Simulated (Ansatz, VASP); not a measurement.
**Two plane-wave programs on BaHfO3**

```
Ba Hf O
1.0
     4.16957    0.00000    0.00000
     0.00000    4.16957    0.00000
     0.00000    0.00000    4.17038
Ba Hf O
1 1 3
Direct
  0.50000 0.50000 0.99642
  0.00000 0.00000 0.49788
  0.00000 0.50000 0.49889
  0.50000 0.00000 0.49889
  0.00000 0.00000 0.99794
```

Alike in both runs: task single point; functional PBE; k mesh 6 × 6 × 6; occupations gaussian, width 0.05 eV; no spin polarisation.

|  | VASP | Ansatz |
| --- | --- | --- |
| version | VASP 6.6.1 | Ansatz 0.2.0 |
| potentials or method | VASP PAW PBE potentials, release 64 (Ba_sv, Hf_pv, O), cutoff 520 eV | scalar-relativistic, plane waves, PAW |
| valence electrons in the cell | 38 | 54 |

```tsv
	VASP	Ansatz	Ansatz less VASP
gap on the k mesh at the Fermi level (eV)	3.59	3.68	+0.089
pressure (GPa)	3.8	4.3	+0.54
rms of the force components (eV/Å)	0.010	0.009	-0.0011
```

Atom by atom the forces differ by 0.002 eV/Å (rms over components). VASP's potentials hold 38 valence electrons a cell and Ansatz's 54, so a difference there can come from the potentials and not from the codes.

Spin-orbit coupling is off throughout.
